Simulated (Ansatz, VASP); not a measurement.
## Two plane-wave programs on W

```
W
1.0
     0.00000    2.01850    2.01850
     2.01850    0.00000    2.01850
     2.01850    2.01850    0.00000
W
1
Direct
  0.00000 0.00000 0.00000
```

Alike in both runs: task relaxation of cell and atoms; functional PBE; dispersion D3(BJ); k mesh 18 × 18 × 18; occupations gaussian, width 0.1 eV; no spin polarisation.

|  | VASP | Ansatz |
| --- | --- | --- |
| version | VASP 6.6.1 | Ansatz 0.2.0 |
| potentials or method | VASP PAW PBE potentials, release 64 (W_sv), cutoff 500 eV | scalar-relativistic, plane waves, PAW |
| valence electrons in the cell | 14 | 14 |

VASP gave:

* gap on the k mesh at the Fermi level, each at its own relaxed structure (eV): none
* relaxed volume (Å³/atom): 16.09
* relaxed cell length with the largest relative difference (Å): 2.834

Question: Estimate Ansatz's values.

Answer: gap on the k mesh at the Fermi level, each at its own relaxed structure (eV): none; relaxed volume (Å³/atom): 16.06; relaxed cell length with the largest relative difference (Å): 2.832.

A gap of «none» marks a metal or a gap that the smearing closes.

Neither program's run includes spin-orbit coupling.
